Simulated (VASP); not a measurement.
## Ca2TaO3: single point with PBE

The system is Ca2TaO3.

```
CELL_PARAMETERS angstrom
4.02029 0.00000 0.00000
-2.01014 3.48167 0.00000
0.00000 0.00000 7.32573
ATOMIC_POSITIONS crystal
Ca 0.00000 0.00000 0.20776
Ca 0.00000 0.00000 0.79224
Ta 0.00000 0.00000 0.50000
O 0.00000 0.00000 0.00000
O 0.33333 0.66667 0.00000
O 0.66667 0.33333 0.00000
```

- Program: VASP 6.6.1
- Task: single point
- Functional: PBE
- Potentials or basis: VASP PAW PBE potentials, release 64 (Ca_sv, Ta_pv, O)
- Cutoff: 600 eV
- k mesh: 6 × 6 × 4
- Occupations: gaussian, width 0.1 eV
- Spin: collinear spin, ferromagnetic start
- Starting moments: [0.0, 0.0, 1.0, 0.0, 0.0, 0.0] μB

```json
{
 "Pressure": "38.9 GPa",
 "Largest force": "10.192 eV/Å",
 "Net moment": "2.43 μB per cell",
 "Site moments": "Ca +0.08; Ta +1.29; O +0.07, +0.08 μB",
 "Valence electrons inside the program's atomic spheres": "Ca 9.23; Ta 9.02; O 5.34, 4.73"
}
```

Forces on the atoms (eV/Å):
```
Ca    0.000   0.000  10.192
Ca    0.000   0.000 -10.192
Ta    0.000   0.000   0.000
O     0.000   0.000   0.000
O     0.000   0.000   0.000
O     0.000   0.000   0.000
```

Stress tensor (GPa, compression positive):
```
 -5.46   0.00   0.00
  0.00  -5.46   0.00
  0.00   0.00 127.76
```

Levels at points of the mesh, in eV from the Fermi level:
Spin up:
| k point | band 22 | band 23 | band 24 | band 25 | band 26 | band 27 | band 28 | band 29 | band 30 | band 31 |
| --- | --- | --- | --- | --- | --- | --- | --- | --- | --- | --- |
| (0.00, 0.00, 0.00) | -0.72 | -0.71 | -0.71 | -0.01 | -0.01 | 0.85 | 0.85 | 2.22 | 2.49 | 4.10 |
| (0.50, 0.00, 0.00) | -1.56 | -1.35 | -0.91 | -0.36 | 0.17 | 0.33 | 1.45 | 1.61 | 2.80 | 4.24 |
| (0.00, 0.00, 0.50) | -0.72 | -0.29 | -0.29 | -0.04 | -0.04 | 1.01 | 1.02 | 1.02 | 4.41 | 5.18 |
| (0.50, 0.00, 0.50) | -1.23 | -1.19 | -0.08 | -0.04 | 0.06 | 0.18 | 1.44 | 1.68 | 3.57 | 4.33 |
Spin down:
```csv
k point,band 20,band 21,band 22,band 23,band 24,band 25,band 26,band 27
"(0.00, 0.00, 0.00)",-3.12,-1.52,-0.63,0.45,0.45,0.98,0.98,1.07
"(0.50, 0.00, 0.00)",-1.49,-1.16,-0.92,-0.65,-0.09,0.24,0.37,0.93
"(0.00, 0.00, 0.50)",-3.12,-2.22,-0.63,0.66,0.66,0.94,0.94,1.36
"(0.50, 0.00, 0.50)",-1.90,-1.33,-0.61,-0.38,0.34,0.37,0.73,1.00
```

Wall time 9.5 min on 1 thread of AMD EPYC 7R13, on a shared host, peak memory 0.35 GiB.

Caveat: spin-orbit coupling is left out, which moves the levels of the heavy elements; forces of over 1 eV/Å act on the atoms, so gaps and moduli don't describe the material at rest.
